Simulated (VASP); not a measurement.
# BaTiO3 in VASP: a series of runs

BaTiO3 is run at these levels: PBE; tasks: single point.

Program: VASP 6.6.1. These are calculated values, not measurements. Logs are shortened: lines on timing, memory, paths and dates and some standing lists are left out, and cuts for length are marked.

## (1) The cell of the first run

The structure is trigonal, space group R3m (No. 160). The conventional cell has a = 5.674 Å, b = 5.674 Å, c = 6.984 Å, α = 90.00°, β = 90.00°, γ = 120.00°. Ba (site symmetry 3m) has 12 O at 2.77 to 2.92 Å and 8 Ti at 3.40 to 3.58 Å within 3.7 Å. Within 2.5 Å of Ti (site symmetry 3m) lie 6 O at 1.88 to 2.15 Å. O (site symmetry m) has 2 Ti at 1.88 to 2.15 Å within 2.5 Å.

## (2) Single point, PBE (volume scaled by 0.97, then relaxed in part)

File INCAR:

```
SYSTEM = BaTiO3
ALGO = Normal ; EDIFF = 1E-6
ENCUT = 910 ; GGA = PE
GGA_COMPAT = .FALSE. ; ISIF = 2
ISMEAR = 0 ; LASPH = .TRUE.
LCHARG = .TRUE. ; LELF = .TRUE.
LREAL = .FALSE. ; LVHAR = .TRUE.
LWAVE = .FALSE. ; NBANDS = 28
NELM = 120 ; PREC = Accurate
SIGMA = 0.02
```

File KPOINTS:

```
k-points
0
G
  6 6 6
  0 0 0
```

File POSCAR:

```
BaTiO3
1.0
    2.8370278842      1.6379588126      2.3281557006
   -2.8370278842      1.6379588126      2.3281557006
    0.0000000000     -3.2759176253      2.3281557005
Ba Ti O
1 1 3
Direct
   -0.0032087783     -0.0032087783     -0.0032087783
    0.4842273604      0.4842273604      0.4842273604
    0.5101746472      0.5101746472      0.0178321235
    0.0178321235      0.5101746472      0.5101746472
    0.5101746472      0.0178321235      0.5101746472
```

Potentials or basis: VASP PAW PBE potentials, release 64 (Ba_sv, Ti_sv, O_h).

Run with:

```bash
> cat potpaw_PBE.64/Ba_sv/POTCAR potpaw_PBE.64/Ti_sv/POTCAR potpaw_PBE.64/O_h/POTCAR > POTCAR
> mpirun -np 1 vasp_std > vasp.out
```

OUTCAR:

```text
SYSTEM = BaTiO3
   EDIFF = 1E-6
   ENCUT = 910
   GGA = PE
   ISIF = 2
   ISMEAR = 0
   LASPH = .TRUE.
   LREAL = .FALSE.
   NELM = 120
   PREC = Accurate

 ion  position               nearest neighbor table
   1  0.997  0.997  0.997-   4 2.77   5 2.77   3 2.77   5 2.84   4 2.84   4 2.84   5 2.84   3 2.84
                             3 2.84   4 2.92   5 2.92   3 2.92   2 3.40   2 3.45   2 3.45   2 3.45
   2  0.484  0.484  0.484-   3 1.88   4 1.88   5 1.88   3 2.15   4 2.15   5 2.15   1 3.40   1 3.45
                             1 3.45   1 3.45   1 3.51   1 3.51   1 3.51   1 3.58
   3  0.510  0.510  0.018-   2 1.88   2 2.15   1 2.77   1 2.84   1 2.84   1 2.92
   4  0.018  0.510  0.510-   2 1.88   2 2.15   1 2.77   1 2.84   1 2.84   1 2.92
   5  0.510  0.018  0.510-   2 1.88   2 2.15   1 2.77   1 2.84   1 2.84   1 2.92

  LATTYP: Found a trigonal (rhomboedric) cell.
 ALAT       =     4.0189482771
 COS(alpha) =     0.0033736384

  Lattice vectors:

 A1 = (   2.8370278842,   1.6379588126,   2.3281557006)
 A2 = (  -2.8370278842,   1.6379588126,   2.3281557006)
 A3 = (   0.0000000000,  -3.2759176253,   2.3281557005)

Analysis of symmetry for initial positions (statically):
=====================================================================
 Subroutine PRICEL returns:
 Original cell was already a primitive cell.

 Routine SETGRP: Setting up the symmetry group for a
 trigonal (rhombohedral) supercell.

 Subroutine GETGRP returns: Found  6 space group operations
 (whereof  6 operations were pure point group operations)
 out of a pool of 12 trial point group operations.

The static configuration has the point symmetry C_3v.

Analysis of symmetry for dynamics (positions and initial velocities):
=====================================================================
 Subroutine PRICEL returns:
 Original cell was already a primitive cell.

 Routine SETGRP: Setting up the symmetry group for a
 trigonal (rhombohedral) supercell.

 Subroutine GETGRP returns: Found  6 space group operations
 (whereof  6 operations were pure point group operations)
 out of a pool of 12 trial point group operations.

The dynamic configuration has the point symmetry C_3v.

 Subroutine INISYM returns: Found  6 space group operations
 (whereof  6 operations are pure point group operations),
 and found     1 'primitive' translations

----------------------------------------------------------------------------------------

                                     Primitive cell

  volume of cell :      64.9127

  direct lattice vectors                    reciprocal lattice vectors
     2.837027884  1.637958813  2.328155701     0.176240777  0.101752660  0.143174846
    -2.837027884  1.637958813  2.328155701    -0.176240777  0.101752660  0.143174846
     0.000000000 -3.275917625  2.328155700     0.000000000 -0.203505321  0.143174846

  length of vectors
     4.018948277  4.018948277  4.018948277     0.248824139  0.248824139  0.248824139

  position of ions in fractional coordinates (direct lattice)
     0.996791222  0.996791222  0.996791222
     0.484227360  0.484227360  0.484227360
     0.510174647  0.510174647  0.017832123
     0.017832123  0.510174647  0.510174647
     0.510174647  0.017832123  0.510174647

  ion indices of the primitive-cell ions
   primitive index   ion index
                 1           1
                 2           2
                 3           3
                 4           4
                 5           5

----------------------------------------------------------------------------------------

 KPOINTS: k-points

Automatic generation of k-mesh.
 Grid dimensions read from file:
 generate k-points for:    6    6    6

 Generating k-lattice:

  Cartesian coordinates                     Fractional coordinates (reciprocal lattice)
     0.029373463  0.016958777  0.023862474     0.166666667 -0.000000000  0.000000000
    -0.029373463  0.016958777  0.023862474    -0.000000000  0.166666667  0.000000000
     0.000000000 -0.033917553  0.023862474     0.000000000  0.000000000  0.166666667

  Length of vectors
     0.041470690  0.041470690  0.041470690

  Shift w.r.t. Gamma in fractional coordinates (k-lattice)
     0.000000000  0.000000000  0.000000000

 Subroutine IBZKPT returns following result:
 ===========================================

 Found     32 irreducible k-points:

 Following reciprocal coordinates:
            Coordinates               Weight
  0.000000  0.000000  0.000000      1.000000
  0.166667 -0.000000  0.000000      6.000000
  0.333333 -0.000000 -0.000000      6.000000
  0.500000 -0.000000 -0.000000      3.000000
  0.166667  0.166667 -0.000000      6.000000
  0.333333  0.166667  0.000000     12.000000
[... 16 lines left out ...]
  0.500000  0.500000  0.166667      6.000000
 -0.333333  0.500000  0.166667     12.000000
 [... further k-points ...]
   k-points           NKPTS =     32   k-points in BZ     NKDIM =     32   number of bands    NBANDS=     28
   number of dos      NEDOS =    301   number of ions     NIONS =      5
   total plane-waves  NPLWV =  64000
   dimension x,y,z NGX =    40 NGY =   40 NGZ =   40
   dimension x,y,z NGXF=    80 NGYF=   80 NGZF=   80
   ions per type =               1   1   3
   NGX,Y,Z   is equivalent  to a cutoff of  16.55, 16.55, 16.55 a.u.
   NGXF,Y,Z  is equivalent  to a cutoff of  33.09, 33.09, 33.09 a.u.
 SYSTEM =  BaTiO3
   PREC   = accura    normal or accurate (medium, high low for compatibility)
   ISTART =      0    job   : 0-new  1-cont  2-samecut
   ICHARG =      2    charge: 1-file 2-atom 10-const
   ISPIN  =      1    spin polarized calculation?
   LNONCOLLINEAR =      F non collinear calculations
   LSORBIT =      F    spin-orbit coupling
   LASPH  =      T    aspherical Exc in radial PAW
   ENCUT  =  910.0 eV  66.88 Ry    8.18 a.u.   9.89  9.89  9.89*2*pi/ulx,y,z
   NELM   =    120;   NELMIN=  2; NELMDL= -5     # of ELM steps
   EDIFF  = 0.1E-05   stopping-criterion for ELM
   LREAL  =      F    real-space projection
   EDIFFG = 0.1E-04   stopping-criterion for IOM
   NSW    =      0    number of steps for IOM
   IBRION =     -1    ionic relax: 0-MD 1-quasi-New 2-CG
   NFREE  =      0    steps in history (QN), initial steepest desc. (CG)
   ISIF   =      2    stress and relaxation
   ISYM   =      2    0-nonsym 1-usesym 2-fastsym
   POTIM  = 0.5000    time-step for ionic-motion
   TEBEG  =    0.0;   TEEND  =   0.0 temperature during run
   PSTRESS=    0.0 pullay stress
   NELECT =      40.0000    total number of electrons
   NUPDOWN=      -1.0000    fix difference up-down
   EMIN   =  10.00;   EMAX   =-10.00  energy-range for DOS
   EFERMI =   0.00;   METHOD = LEGACY
   ISMEAR =     0;   SIGMA  =   0.02  broadening in eV -4-tet -1-fermi 0-gaus
   EFERMI_NEDOS =   21; number of points for ismear=-14 and -15
   IALGO  =     38    algorithm
   IMIX   =      4    mixing-type and parameters
     AMIX     =   0.40;   BMIX     =  1.00
     AMIX_MAG =   1.60;   BMIX_MAG =  1.00
  volume/ion in A,a.u.               =      12.98        87.61
  Fermi-wavevector in a.u.,A,eV,Ry     =   1.393108  2.632593 26.405516  1.940751
  Thomas-Fermi vector in A             =   2.516786
   LORBIT       =      0    0 simple, 1 ext, 2 COOP (PROOUT), +10 PAW based schemes
   GGA     = PE    functional components
   LHFCALC =     F    Hartree Fock is set to
   AEXX    =    0.0000 exact exchange contribution
   IVDW    =     0    specifies the selected vdW correction
   LEPSILON=     F    determine dielectric tensor
   LRPA    =     F    only Hartree local field effects (RPA)
 non-spin polarized calculation
 Gauss-broadening in eV      SIGMA  =   0.02
  energy-cutoff  :      910.00
  volume of cell :       64.91
 maximum number of plane-waves:      4068
   NGX = 19   NGY = 19   NGZ = 19

 number of electron      40.0000001 magnetization

 Free energy of the ion-electron system (eV)
  ---------------------------------------------------
  ext. energy  EPLUGINS =         0.00000000
  ---------------------------------------------------
  free energy    TOTEN  =       -40.04543777 eV

  energy without entropy =      -40.04543777  energy(sigma->0) =      -40.04543777

 E-fermi :   4.1416     XC(G=0): -11.1799

 val. band max:        4.0314140901   @ k =   0.5000   0.5000   0.5000
 cond. band min:       6.4270603943   @ k =   0.0000   0.0000   0.0000
 fundamental gap:      2.3956463042
 Fermi energy:         4.1415841132

 k-point     1 :       0.0000    0.0000    0.0000
  band No.  band energies     occupation
      1     -52.2902      2.00000
      2     -28.5401      2.00000
      3     -28.5401      2.00000
      4     -28.5399      2.00000
      5     -20.7891      2.00000
      6     -12.7664      2.00000
[... 20 lines left out ...]
     27       9.1100      0.00000
     28      11.2777      0.00000

 k-point     2 :       0.1667   -0.0000    0.0000
  band No.  band energies     occupation
      1     -52.2900      2.00000
      2     -28.5527      2.00000
      3     -28.5396      2.00000
      4     -28.5394      2.00000
      5     -20.7617      2.00000
      6     -12.7842      2.00000
[... 20 lines left out ...]
     27       9.6273      0.00000
     28      11.9252      0.00000

 k-point     3 :       0.3333   -0.0000   -0.0000
  band No.  band energies     occupation
      1     -52.2895      2.00000
      2     -28.5777      2.00000
      3     -28.5387      2.00000
      4     -28.5385      2.00000
      5     -20.7060      2.00000
      6     -12.8968      2.00000
[... 20 lines left out ...]
     27      10.8358      0.00000
     28      12.3307      0.00000

 k-point     4 :       0.5000   -0.0000   -0.0000
  band No.  band energies     occupation
      1     -52.2893      2.00000
      2     -28.5901      2.00000
      3     -28.5382      2.00000
      4     -28.5380      2.00000
      5     -20.6776      2.00000
      6     -12.9742      2.00000
[... 20 lines left out ...]
     27      11.5854      0.00000
     28      12.2540      0.00000

 k-point     5 :       0.1667    0.1667   -0.0000
  band No.  band energies     occupation
      1     -52.2898      2.00000
      2     -28.5523      2.00000
      3     -28.5519      2.00000
      4     -28.5390      2.00000
      5     -20.7370      2.00000
      6     -12.7614      2.00000
[... 20 lines left out ...]
     27      10.1366      0.00000
     28      12.1699      0.00000

 k-point     6 :       0.3333    0.1667    0.0000
  band No.  band energies     occupation
      1     -52.2893      2.00000
      2     -28.5769      2.00000
      3     -28.5509      2.00000
      4     -28.5381      2.00000
      5     -20.6861      2.00000
      6     -12.8013      2.00000
[... 463 lines left out ...]
      5     -20.6273      2.00000
      6     -12.5254      2.00000
[... 20 lines left out ...]
     27      12.1521      0.00000
     28      12.4445      0.00000

 k-point    22 :      -0.1667    0.3333    0.1667
  band No.  band energies     occupation
      1     -52.2891      2.00000
      2     -28.5763      2.00000
      3     -28.5514      2.00000
      4     -28.5493      2.00000
      5     -20.6664      2.00000
      6     -12.7029      2.00000
[... 20 lines left out ...]
     27      11.4999      0.00000
     28      12.4588      0.00000

 k-point    23 :       0.5000    0.5000    0.1667
  band No.  band energies     occupation
      1     -52.2881      2.00000
      2     -28.5863      2.00000
      3     -28.5860      2.00000
      4     -28.5483      2.00000
      5     -20.5901      2.00000
      6     -12.2868      2.00000
[... 20 lines left out ...]
     27      12.5164      0.00000
     28      12.8408      0.00000

 k-point    24 :      -0.3333    0.5000    0.1667
  band No.  band energies     occupation
      1     -52.2884      2.00000
      2     -28.5870      2.00000
      3     -28.5741      2.00000
      4     -28.5488      2.00000
      5     -20.6077      2.00000
      6     -12.4585      2.00000
[... 20 lines left out ...]
     27      12.1656      0.00000
     28      12.6337      0.00000

 [... further k-points ...]
[... 5 lines left out ...]
  --------------------------------------------------------------------------------------
  -------------------------------------------------------------------------------------
  Total        1.8697680      1.8697680      1.8488125      0.0000000      0.0000000      0.0000000
  in kB       46.1496543     46.1496543     45.6324309      0.0000000      0.0000000      0.0000000
  external PRESSURE =      45.9772465 kB  Pullay stress =       0.0000000 kB

 VOLUME and BASIS-vectors are now :
 -----------------------------------------------------------------------------
  energy-cutoff  :      910.00
  volume of cell :       64.91
      direct lattice vectors                 reciprocal lattice vectors
     2.837027884  1.637958813  2.328155701     0.176240777  0.101752660  0.143174846
    -2.837027884  1.637958813  2.328155701    -0.176240777  0.101752660  0.143174846
     0.000000000 -3.275917625  2.328155700     0.000000000 -0.203505321  0.143174846

 POSITION                                       TOTAL-FORCE (eV/Angst)
 -----------------------------------------------------------------------------------
      0.00000     -0.00000      6.96206         0.000000     -0.000000      0.041210
      0.00000     -0.00000      3.38207         0.000000     -0.000000      0.037368
      0.00000      1.61287      2.41705         0.000000      0.012312     -0.026193
     -1.39679     -0.80644      2.41705        -0.010662     -0.006156     -0.026193
      1.39679     -0.80644      2.41705         0.010662     -0.006156     -0.026193
 -----------------------------------------------------------------------------------
    total drift:                               -0.000000      0.000003      0.002144

  FREE ENERGIE OF THE ION-ELECTRON SYSTEM (eV)
  ---------------------------------------------------
  free  energy   TOTEN  =       -40.0454377699 eV

  energy  without entropy=      -40.0454377699  energy(sigma->0) =      -40.04543777
```

Run time: 70 s. Hardware: 1 thread of Intel Xeon 6975P-C (Granite Rapids), shared host; peak memory 0.33 GiB.

Results:

| Property | Result |
| --- | --- |
| Free energy | -40.0454 eV |
| Pressure | 4.6 GPa |
| Largest force | 0.041 eV/Å |
| Band gap on the k mesh | 2.40 eV, indirect (least direct gap 2.82 eV) |

Forces on the atoms (eV/Å):
```
Ba   0.000  0.000  0.041
Ti   0.000  0.000  0.037
O    0.000  0.012 -0.026
O   -0.011 -0.006 -0.026
O    0.011 -0.006 -0.026
```

Caveat: the cutoff is under 1.25 times the usual one of these potentials, so pressure, stress and relaxed cells hold a basis-set (Pulay) error; spin-orbit coupling is left out, which moves the levels of the heavy elements.

## (3) Single point, PBE (volume scaled by 0.88, then relaxed in part)

File INCAR:

```
  ALGO = Normal
  EDIFF = 1E-6
  ENCUT = 910
  GGA = PE
  GGA_COMPAT = F
  ISIF = 2
  ISMEAR = 0
  LASPH = T
  LCHARG = F
  LREAL = F
  LWAVE = F
  NBANDS = 28
  NELM = 120
  PREC = Accurate
  SIGMA = 0.02
```

File KPOINTS:

```
k-points
0
Gamma
  6 6 6
```

File POSCAR:

```
BaTiO3
1.0
    2.7510499436      1.5883194255      2.2462248023
   -2.7510499436      1.5883194255      2.2462248023
    0.0000000000     -3.1766388510      2.2462248023
Ba Ti O
1 1 3
Direct
    0.0038200548      0.0038200548      0.0038200548
    0.5037679679      0.5037679679      0.5037679679
    0.5038644829      0.5038644829      0.0038830116
    0.0038830116      0.5038644829      0.5038644829
    0.5038644829      0.0038830116      0.5038644829
```

Potentials or basis: VASP PAW PBE potentials, release 64 (Ba_sv, Ti_sv, O_h).

Run with:

```bash
> cat potpaw_PBE.64/Ba_sv/POTCAR potpaw_PBE.64/Ti_sv/POTCAR potpaw_PBE.64/O_h/POTCAR > POTCAR
> mpirun -np 1 vasp_std > vasp.out
```

Wall time 100 s (1 thread of Intel Xeon Platinum 8488C (Sapphire Rapids), shared host); peak memory 0.31 GiB.

It converged, with:

* Free energy: -39.5822 eV
* Pressure: 21.9 GPa
* Band gap on the k mesh: 1.91 eV, indirect (least direct gap 1.96 eV)

Levels at points of the mesh, in eV from the valence-band top:
```
           k point  band 18  band 19  band 20  band 21  band 22  band 23
(0.00, 0.00, 0.00)    -0.05    -0.05    -0.05     1.91     1.91     1.91
(0.50, 0.00, 0.00)    -1.92    -0.70    -0.70     2.11     3.93     3.93
(0.50, 0.50, 0.00)    -0.81    -0.81    -0.10     3.94     3.94     4.39
(0.50, 0.50, 0.50)     0.00     0.00     0.00     4.71     4.71     4.71
```

Caveat: the cutoff is under 1.25 times the usual one of these potentials, so pressure, stress and relaxed cells hold a basis-set (Pulay) error; spin-orbit coupling is left out, which moves the levels of the heavy elements. A k mesh can miss the band edges.

[end of part 1 of 2]
